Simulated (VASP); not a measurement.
A run of VASP 6.6.1 is set up as follows.

INCAR

```
ALGO = Normal
EDIFF = 1E-6
ENCUT = 520
GGA = PE
ISIF = 2
ISMEAR = 0
LASPH = True
LCHARG = True
LELF = True
LREAL = False
LVHAR = True
LWAVE = False
NBANDS = 11
NELM = 100
PREC = Accurate
SIGMA = 0.01
```

Contents of KPOINTS:

```
k-points
0
Gamma
  8 8 8
```

The input POSCAR:

```
Si
1.0
    0.0000000000      2.7350468771      2.7350468771
    2.7350468771      0.0000000000      2.7350468771
    2.7350468771      2.7350468771      0.0000000000
Si
2
Direct
    0.7500000000      0.7500000000      0.7500000000
    0.5000000000      0.5000000000      0.5000000000
```

Potentials or basis: VASP PAW PBE potentials, release 64 (Si).

Run with:

```console
$ cat potpaw_PBE.64/Si/POTCAR > POTCAR
$ mpirun -np 1 vasp_std > vasp.out
```

What does it give for the band gap on the k mesh?

0.65 eV (least direct gap 2.56 eV).

Predict the pressure.

-0.1 GPa.

A k mesh can miss the band edges.
